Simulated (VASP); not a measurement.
# Mg6HO6 in VASP: further runs

Mg6HO6 is run at these levels: PBEsol; tasks: single point.

Everything below comes from runs of VASP 6.6.1. Logs are shortened: lines on timing, memory, paths and dates and some standing lists are left out, and cuts for length are marked.

## 1. The cell of the first run

The cell holds a slab with vacuum, 26 atoms: a = 5.962 Å, b = 5.962 Å, c = 19.085 Å, α = 90.00°, β = 90.00°, γ = 60.00°.

## 2. Single point, PBEsol

INCAR

```
SYSTEM = Mg6HO6
ALGO = Normal
EDIFF = 1E-6
ENCUT = 520
GGA = PS
ISIF = 2
ISMEAR = -1
LASPH = .True.
LCHARG = .False.
LREAL = Auto
LWAVE = .False.
NBANDS = 68
NELM = 100
PREC = Accurate
SIGMA = 0.02
```

KPOINTS

```
k-points
0
Gamma
  2 2 1
  0 0 0
```

POSCAR

```
Mg6HO6
1.0
    5.9623240000      0.0000000000      0.0000000000
    2.9811620000      5.1635240000      0.0000000000
    0.0000000000      0.0000000000     19.0852720000
Mg O H
12 12 2
Direct
    0.0000000000      0.0000000000      0.0523964238
   -0.0000004930      0.5000073593      0.0523964238
    0.5000063734      0.0000000000      0.0523964238
    0.4999891084      0.5000073593      0.0523964238
    0.6614282161      0.6646236175      0.1844616100
    0.6564951379      0.1716657074      0.1830731047
    0.1801411528      0.6563347047      0.1848807814
    0.1776591926      0.1638415935      0.1864369552
    0.3324811507      0.3283416519      0.3241190380
    0.3315033886      0.8282909114      0.3203569747
    0.8504087811      0.3168185139      0.3029927999
    0.8460275240      0.8099894568      0.3034486488
    0.3333296719      0.8333262322      0.1161681112
    0.3333372536      0.3333382395      0.1161681112
    0.8333360453      0.8333262322      0.1161681112
    0.8333268550      0.3333382395      0.1161681112
    0.0017053097      0.4906920158      0.2405729402
    0.0043367321     -0.0084051125      0.2403528752
    0.5022677032      0.4925318445      0.2466037686
    0.5044881873      0.9995692864      0.2484638416
    0.6595701114      0.2434383959      0.3893735442
    0.6542710501      0.6525388475      0.3839243161
    0.1538610385      0.1673275848      0.3760334147
    0.1444473644      0.6784126500      0.3737856081
    0.6008488477      1.2372170634      0.4437138753
    0.6542816560      0.7999769150      0.4041440960
```

Potentials or basis: VASP PAW PBE potentials, release 64 (Mg, O, H).

Started as:

```bash
> cat potpaw_PBE.64/Mg/POTCAR potpaw_PBE.64/O/POTCAR potpaw_PBE.64/H/POTCAR > POTCAR
> mpirun -np 1 vasp_std > vasp.out
```

OUTCAR:

```text
SYSTEM = Mg6HO6
   EDIFF = 1E-6
   ENCUT = 520
   GGA = PS
   ISIF = 2
   ISMEAR = -1
   LASPH = .True.
   LREAL = Auto
   NELM = 100
   PREC = Accurate

 ion  position               nearest neighbor table
   1  0.000  0.000  0.052-  13 2.11  15 2.11  16 2.11   4 2.98   2 2.98   3 2.98   3 2.98   2 2.98
                             4 2.98   6 3.06   7 3.09   8 3.11
   2  1.000  0.500  0.052-  15 2.11  14 2.11  16 2.11   4 2.98   3 2.98   1 2.98   1 2.98   3 2.98
                             4 2.98   5 3.07   7 3.07   8 3.09
   3  0.500  0.000  0.052-  15 2.11  14 2.11  13 2.11   2 2.98   1 2.98   4 2.98   4 2.98   1 2.98
                             2 2.98   6 3.02   8 3.05   5 3.06
   4  0.500  0.500  0.052-  13 2.11  14 2.11  16 2.11   2 2.98   1 2.98   3 2.98   3 2.98   1 2.98
                             2 2.98   6 3.02   7 3.02   5 3.03
   5  0.661  0.665  0.184-  17 2.06  19 2.08  20 2.12  13 2.14  16 2.15  15 2.19  12 2.84  11 2.89
                             7 2.89   8 2.93   6 2.95   6 3.01   4 3.03   8 3.03   3 3.06   2 3.07
   6  0.656  0.172  0.183-  19 2.05  20 2.09  14 2.10  18 2.10  15 2.16  16 2.17   7 2.87   8 2.88
                            11 2.89   5 2.95  12 2.96   5 3.01   3 3.02   4 3.02   1 3.06   8 3.08
   7  0.180  0.656  0.185-  18 2.03  19 2.04  17 2.07  14 2.12  13 2.15  15 2.22  12 2.85   6 2.87
                             5 2.89   8 2.94   8 3.02   4 3.02   5 3.07   2 3.07  10 3.08   1 3.09
   8  0.178  0.164  0.186-  17 1.98  18 2.06  20 2.06  14 2.15  13 2.17  16 2.23  11 2.79   6 2.88
                             5 2.93   7 2.94   7 3.02   5 3.03   3 3.05   6 3.08  10 3.09   2 3.09
   9  0.332  0.328  0.324-  23 2.01  24 2.04  21 2.15  20 2.23  19 2.27  17 2.34  12 2.91  11 2.94
                            10 2.98  10 2.99  11 3.08  12 3.10   8 3.10   7 3.15   6 3.17
  10  0.332  0.828  0.320-  24 2.02  23 2.05  22 2.06  19 2.23  20 2.25  18 2.28  11 2.91  12 2.97
                             9 2.98   9 2.99  12 3.03   7 3.08   8 3.09  11 3.09   5 3.10
  11  0.850  0.317  0.303-  17 2.06  18 2.06  19 2.10  23 2.10  21 2.17  22 2.33   8 2.79   6 2.89
                             5 2.89  10 2.91  12 2.93   9 2.94  12 3.04   9 3.08  10 3.09
  12  0.846  0.810  0.303-  17 2.04  24 2.05  20 2.06  18 2.13  26 2.25  22 2.37  21 2.78   5 2.84
                             7 2.85   9 2.91  11 2.93   6 2.96  10 2.97  10 3.03  11 3.04   9 3.10
  13  0.333  0.833  0.116-   4 2.11   1 2.11   3 2.11   5 2.14   7 2.15   8 2.17
  14  0.333  0.333  0.116-   6 2.10   4 2.11   2 2.11   3 2.11   7 2.12   8 2.15
  15  0.833  0.833  0.116-   2 2.11   3 2.11   1 2.11   6 2.16   5 2.19   7 2.22
  16  0.833  0.333  0.116-   4 2.11   1 2.11   2 2.11   5 2.15   6 2.17   8 2.23
  17  0.002  0.491  0.241-   8 1.98  12 2.04   5 2.06  11 2.06   7 2.07   9 2.34
  18  0.004  0.992  0.240-   7 2.03   8 2.06  11 2.06   6 2.10  12 2.13  10 2.28
  19  0.502  0.493  0.247-   7 2.04   6 2.05   5 2.08  11 2.10  10 2.23   9 2.27
  20  0.504  1.000  0.248-  12 2.06   8 2.06   6 2.09   5 2.12   9 2.23  10 2.25
  21  0.660  0.243  0.389-  25 1.10   9 2.15  11 2.17  12 2.78
  22  0.654  0.653  0.384-  26 0.96  10 2.06  11 2.33  12 2.37
  23  0.154  0.167  0.376-   9 2.01  10 2.05  11 2.10
  24  0.144  0.678  0.374-  10 2.02   9 2.04  12 2.05
  25  0.601  0.237  0.444-  21 1.10
  26  0.654  0.800  0.404-  22 0.96  12 2.25

  LATTYP: Found a hexagonal cell.
 ALAT       =     5.9623239571
[... 182 lines left out ...]
  volume/ion in A,a.u.               =      22.60       152.50
  Fermi-wavevector in a.u.,A,eV,Ry     =   0.901149  1.702926 11.048887  0.812070
  Thomas-Fermi vector in A             =   2.024195
   LORBIT       =      0    0 simple, 1 ext, 2 COOP (PROOUT), +10 PAW based schemes
   GGA     = PS    functional components
   LHFCALC =     F    Hartree Fock is set to
   AEXX    =    0.0000 exact exchange contribution
   IVDW    =     0    specifies the selected vdW correction
   LEPSILON=     F    determine dielectric tensor
   LRPA    =     F    only Hartree local field effects (RPA)
 non-spin polarized calculation
  energy-cutoff  :      520.00
  volume of cell :      587.57
 maximum number of plane-waves:     15876
 NGX is ok and might be reduce to    48

 number of electron      98.0000010 magnetization

 Free energy of the ion-electron system (eV)
  ---------------------------------------------------
  ext. energy  EPLUGINS =         0.00000000
  ---------------------------------------------------
  free energy    TOTEN  =      -139.78413370 eV

  energy without entropy =     -139.76680992  energy(sigma->0) =     -139.77547181

 E-fermi :  -1.4521     XC(G=0):  -5.5444

 val. band max:       -1.4546452688   @ k =   0.5000   0.5000   0.0000
 cond. band min:      -1.4518058008   @ k =   0.5000  -0.0000   0.0000
 fundamental gap:      0.0028394680
 Fermi energy:        -1.4521389346

 k-point     1 :       0.0000    0.0000    0.0000
  band No.  band energies     occupation
      1     -20.9422      2.00000
      2     -20.1397      2.00000
      3     -20.0085      2.00000
      4     -19.8967      2.00000
      5     -19.8418      2.00000
      6     -19.3128      2.00000
[... 245 lines left out ...]
     60       4.9903      0.00000
     61       5.0013      0.00000
 [bands above 61 left out]

------------------------ aborting loop because EDIFF is reached ----------------------------------------

  FORCE on cell =-STRESS in cart. coord.  units (eV):
  Direction    XX          YY          ZZ          XY          YZ          ZX
  --------------------------------------------------------------------------------------
  -------------------------------------------------------------------------------------
  Total        1.9730670      2.8110656    -16.3894333      0.6256458      0.9673273      1.4427525
  in kB        5.3801241      7.6651639    -44.6904157      1.7059997      2.6376908      3.9340719
  external PRESSURE =     -10.5483759 kB  Pullay stress =       0.0000000 kB

 VOLUME and BASIS-vectors are now :
 -----------------------------------------------------------------------------
  energy-cutoff  :      520.00
  volume of cell :      587.57
      direct lattice vectors                 reciprocal lattice vectors
     5.962324000  0.000000000  0.000000000     0.167719835 -0.096833093  0.000000000
     2.981162000  5.163524000  0.000000000     0.000000000  0.193666186  0.000000000
     0.000000000  0.000000000 19.085272000     0.000000000  0.000000000  0.052396424

 POSITION                                       TOTAL-FORCE (eV/Angst)
 -----------------------------------------------------------------------------------
      0.00000      0.00000      1.00000        -0.024394      0.023546      0.725508
      7.45292      2.58180      1.00000        -0.070961      0.032637      0.664194
      2.98120      0.00000      1.00000         0.022798     -0.069362      0.494299
      4.47170      2.58180      1.00000         0.074892      0.000565      0.435002
      5.92500      3.43180      3.52050         0.260572      0.007120     -0.046975
      4.42600      0.88640      3.49400         0.534609     -0.516150      0.286244
[... 18 lines left out ...]
      4.28964      1.22488      8.46840         1.564838      0.166272     -3.897812
      6.28590      4.13070      7.71320         0.593709      0.663437      1.180616
 -----------------------------------------------------------------------------------
    total drift:                                0.008728     -0.004109      0.007556

  FREE ENERGIE OF THE ION-ELECTRON SYSTEM (eV)
  ---------------------------------------------------
  free  energy   TOTEN  =      -139.7841336965 eV

  energy  without entropy=     -139.7668099179  energy(sigma->0) =     -139.77547181
```

Run time: 7.8 min. Hardware: 1 thread of AMD EPYC 7R43 (Zen 3), shared host; peak memory 0.65 GiB.

What came out:

| Quantity | Value |
| --- | --- |
| Free energy | -139.7841 eV |
| Largest force | 4.203 eV/Å |
| Band gap on the k mesh | zero (bands 49 and 50 overlap by 0.19 eV) |

Forces in eV/Å, atoms in the order of the input:
```
Mg  -0.024  0.024  0.726
Mg  -0.071  0.033  0.664
Mg   0.023 -0.069  0.494
Mg   0.075  0.001  0.435
Mg   0.261  0.007 -0.047
Mg   0.535 -0.516  0.286
Mg  -0.415  0.381  0.120
Mg  -0.426 -0.305 -0.213
Mg   0.301  0.280  1.317
Mg  -0.200 -0.177  1.437
Mg  -0.130  0.298  3.140
Mg   0.404  0.000  1.966
O    0.196 -0.103 -0.375
O    0.092 -0.105 -0.400
O   -0.178  0.014 -0.665
O   -0.142  0.064 -0.693
O   -0.107  0.401 -0.097
O   -0.300  0.288  0.043
O    0.364 -0.035 -0.469
O    0.108 -0.242 -0.568
O   -2.498 -1.370  1.546
O    0.147  0.282 -2.829
O    0.228 -0.068 -1.673
O   -0.399  0.089 -1.428
H    1.565  0.166 -3.898
H    0.594  0.663  1.181
```

Levels at points of the mesh, in eV from the Fermi level:
```
           k point  band 46  band 47  band 48  band 49  band 50  band 51  band 52  band 53
(0.00, 0.00, 0.00)    -0.44    -0.25     0.07     0.14     1.76     1.78     1.80     2.78
(0.50, 0.00, 0.00)    -0.65    -0.55    -0.42    -0.31     0.00     1.28     1.29     4.49
(0.50, 0.50, 0.00)    -0.73    -0.54    -0.54    -0.19     0.00     1.28     1.29     4.59
(0.00, 0.50, 0.00)    -0.73    -0.55    -0.52    -0.24    -0.06     1.28     1.29     4.56
```

Caveat: the k points lie up to 0.61 Å⁻¹ apart; the PAW data sets were made with another functional, which shifts forces and pressure a little.

## 3. Single point, PBEsol

INCAR

```
SYSTEM = Mg6HO6
ALGO = Normal
EDIFF = 1E-6
ENCUT = 520
GGA = PS
ISIF = 2
ISMEAR = -1
LASPH = .TRUE.
LCHARG = .TRUE.
LELF = .TRUE.
LREAL = Auto
LVHAR = .TRUE.
LWAVE = .FALSE.
NBANDS = 68
NELM = 80
PREC = Accurate
SIGMA = 0.02
```

KPOINTS

```
k-points
0
G
  2 2 1
  0 0 0
```

POSCAR

```
Mg6HO6
1.0
    5.9623240000      0.0000000000      0.0000000000
    2.9811620000      5.1635240000      0.0000000000
    0.0000000000      0.0000000000     19.0852720000
Mg O H
12 12 2
Direct
    0.0000000000      0.0000000000      0.0523964238
   -0.0000004930      0.5000073593      0.0523964238
    0.5000063734      0.0000000000      0.0523964238
    0.4999891084      0.5000073593      0.0523964238
    0.6627110799      0.6686325076      0.1887528771
    0.6428011390      0.1951961490      0.1912312279
    0.1818758557      0.6525969474      0.1949199362
    0.1551118084      0.1883403660      0.1995674990
    0.3368289163      0.3406781880      0.3313549841
    0.3175951892      0.8571471731      0.3201945458
    0.7992780384      0.3448807442      0.3378730992
    0.8537188853      0.8253665520      0.3020182264
    0.3333296719      0.8333262322      0.1161681112
    0.3333372536      0.3333382395      0.1161681112
    0.8333360453      0.8333262322      0.1161681112
    0.8333268550      0.3333382395      0.1161681112
   -0.0148551351      0.5204585086      0.2498261487
    0.0124636695     -0.0004066990      0.2404157510
    0.4878281029      0.5105427998      0.2552491785
    0.4902857301      1.0077807327      0.2441411367
    0.6745479896      0.1531705866      0.3660309374
    0.6378601359      0.6965979048      0.3757033172
    0.1384867146      0.1783859240      0.3671103037
    0.2325723495      0.6405315440      0.4002562814
    1.0476813853      0.6675867102      0.4061403998
    0.5408825195      0.5834581189      0.4076703754
```

Potentials or basis: VASP PAW PBE potentials, release 64 (Mg, O, H).

Started as:

```bash
> cat potpaw_PBE.64/Mg/POTCAR potpaw_PBE.64/O/POTCAR potpaw_PBE.64/H/POTCAR > POTCAR
> mpirun -np 1 vasp_std > vasp.out
```

It took 12 min on 1 thread of AMD EPYC 7R43 (Zen 3), shared host; peak memory 0.66 GiB.

It converged, with:

| Quantity | Value |
| --- | --- |
| Free energy | -138.7376 eV |
| Largest force | 4.016 eV/Å |
| Band gap on the k mesh | zero (bands 49 and 50 overlap by 0.03 eV) |

Forces in eV/Å, atoms in the order of the input:
```
Mg   0.040  0.018  1.810
Mg   0.015 -0.057  1.509
Mg  -0.057  0.043  1.624
Mg  -0.002  0.011  1.314
Mg  -0.195  0.508 -0.280
Mg   0.670 -1.171 -0.251
Mg  -0.153  1.074 -1.739
Mg  -0.031 -0.274 -1.426
Mg  -0.778 -0.533  0.463
Mg   0.287 -0.256  0.404
Mg   2.391  1.732 -1.670
Mg  -1.529  2.514  2.464
O    0.128 -0.390 -1.209
O    0.100  0.308 -0.344
O   -0.141 -0.101 -1.212
O   -0.162  0.393 -0.439
O    0.435 -0.679 -0.793
O   -1.502 -0.713  0.816
O    0.206 -0.121 -0.837
O    0.801 -0.346  0.046
O   -1.615 -2.980  0.453
O   -2.257 -2.384  1.609
O    1.306  0.295 -0.036
O   -2.560  0.506 -2.138
H    1.921 -0.136  1.061
H    2.682  2.738 -1.199
```

Levels at points of the mesh, in eV from the Fermi level:
```tsv
k point	band 45	band 46	band 47	band 48	band 49	band 50	band 51	band 52	band 53	band 54
(0.00, 0.00, 0.00)	-0.33	-0.26	-0.14	-0.01	0.01	2.41	2.43	2.45	3.46	3.51
(0.50, 0.00, 0.00)	-0.29	-0.22	-0.14	-0.08	-0.03	-0.02	1.88	1.88	5.27	5.29
(0.00, 0.50, 0.00)	-0.65	-0.19	-0.12	-0.04	-0.03	0.01	1.87	1.89	4.98	5.35
```

Caveat: the k points lie up to 0.61 Å⁻¹ apart; the PAW data sets were made with another functional, which shifts forces and pressure a little.

## 4. Single point, PBEsol

INCAR

```
PREC     = Accurate       # precision mode
ENCUT    = 520            # plane-wave cutoff, eV
EDIFF    = 1E-6           # SCF threshold, eV
ISMEAR   = -1             # smearing method
SIGMA    = 0.02           # smearing width, eV
LREAL    = Auto         
LASPH    = True           # aspherical terms in the spheres
NELM     = 100            # most SCF steps
ALGO     = Normal         # electronic algorithm
ISIF     = 2              # what is computed and relaxed
LWAVE    = False          # write WAVECAR
LCHARG   = False          # write CHGCAR
GGA      = PS             # functional
NBANDS   = 68             # bands
```

KPOINTS

```
regular mesh
0
Gamma
  2 2 1
```

POSCAR

```
Mg6HO6
1.0
    5.9623240000      0.0000000000      0.0000000000
    2.9811620000      5.1635240000      0.0000000000
    0.0000000000      0.0000000000     19.0852720000
Mg O H
12 12 2
Direct
    0.0000000000      0.0000000000      0.0523964238
   -0.0000004930      0.5000073593      0.0523964238
    0.5000063734      0.0000000000      0.0523964238
    0.4999891084      0.5000073593      0.0523964238
    0.6882843868      0.6357673558      0.1906548673
    0.6440920228      0.1967067452      0.1939872798
    0.1567635890      0.6633066874      0.1960412196
    0.1475665514      0.1860551050      0.1894549892
    0.3377950751      0.3358946332      0.3071321174
    0.3544483071      0.8225196591      0.3162752933
    0.8777264608      0.2872069540      0.3506316284
    0.8057907002      0.8349142950      0.3188479577
    0.3333296719      0.8333262322      0.1161681112
    0.3333372536      0.3333382395      0.1161681112
    0.8333360453      0.8333262322      0.1161681112
    0.8333268550      0.3333382395      0.1161681112
   -0.0095626957      0.4971604664      0.2467399993
   -0.0511021556      0.0519219045      0.2521473102
    0.4812512499      0.5165851848      0.2486157913
    0.5181622705      0.9967417601      0.2442406899
    0.5790152729      0.2058671558      0.4001986453
    0.6933852881      0.6628999885      0.3676919040
    0.2472428028      0.1467408692      0.3632434476
    0.1334769604      0.6773087527      0.3569977939
    1.3350752226      0.5627164704      0.3774219199
    0.8026065554      1.0128935200      0.4135230559
```

Started as:

```bash
> cat potpaw_PBE.64/Mg/POTCAR potpaw_PBE.64/O/POTCAR potpaw_PBE.64/H/POTCAR > POTCAR
> mpirun -np 1 vasp_std > vasp.out
```

It took 13 min on 1 thread of AMD EPYC 7R43 (Zen 3), shared host; peak memory 0.66 GiB.

Results (log left out):

```yaml
Free_energy: -137.1946 eV
Largest_force: 5.806 eV/Å
Band_gap_on_the_k_mesh: zero (bands 49 and 50 overlap by 0.07 eV)
```

Forces on the atoms (eV/Å):
```
Mg  -0.014 -0.083  1.553
Mg   0.089  0.053  1.319
Mg  -0.005 -0.031  1.667
Mg  -0.076  0.080  1.376
Mg  -0.837  1.879 -0.452
Mg   0.282 -1.134 -1.439
Mg  -0.084  1.660 -1.297
Mg   0.076 -1.595 -0.102
Mg  -0.405 -0.025 -0.069
Mg   0.417  0.437 -0.079
Mg  -0.042  1.228 -0.146
Mg   1.117  1.256 -2.178
O   -0.149  0.030 -0.828
O   -0.100  0.170 -0.628
O    0.132 -0.217 -1.154
O   -0.062  0.107 -0.619
O    1.337  0.076 -0.430
O    1.166 -1.482  0.327
O   -0.265  0.185 -0.628
O   -1.093  0.155 -0.411
O    4.527 -3.610 -0.431
O   -2.926 -2.060  1.164
O   -2.368 -0.690  0.843
O    5.076 -1.789  2.015
H   -2.832  1.984  0.792
H   -2.962  3.416 -0.168
```

Levels at points of the mesh, in eV from the Fermi level:
| k point | band 45 | band 46 | band 47 | band 48 | band 49 | band 50 | band 51 | band 52 | band 53 | band 54 |
| --- | --- | --- | --- | --- | --- | --- | --- | --- | --- | --- |
| (0.00, 0.00, 0.00) | -0.68 | -0.54 | -0.28 | -0.11 | 0.07 | 2.41 | 2.42 | 2.46 | 3.11 | 3.52 |
| (0.50, 0.00, 0.00) | -0.55 | -0.43 | -0.17 | -0.08 | -0.06 | 0.00 | 1.88 | 1.88 | 4.31 | 5.26 |
| (0.50, 0.50, 0.00) | -0.76 | -0.22 | -0.19 | -0.09 | -0.02 | 0.01 | 1.87 | 1.89 | 3.80 | 5.25 |
| (0.00, 0.50, 0.00) | -0.54 | -0.37 | -0.20 | -0.09 | -0.06 | 0.00 | 1.87 | 1.89 | 4.22 | 5.26 |

Caveat: the k points lie up to 0.61 Å⁻¹ apart; the PAW data sets were made with another functional, which shifts forces and pressure a little.

## 5. The runs side by side

```tsv
cell	gap on the mesh (eV)	largest force (eV/Å)
as given, atomic positions A	none	4.20
as given, atomic positions B	none	4.02
as given, atomic positions C	none	5.81
```

Alike in all rows: task single point; level PBEsol; potentials or basis VASP PAW PBE potentials, release 64 (Mg, O, H); no spin polarisation; k mesh 2 × 2 × 1; cutoff (eV) 520; smearing fermi-dirac 0.02 eV.

Caveats: all runs use coarse meshes; the PAW data sets were made with another functional, which shifts forces and pressure a little.

Absolute energies hang on the potentials; compare differences alone.
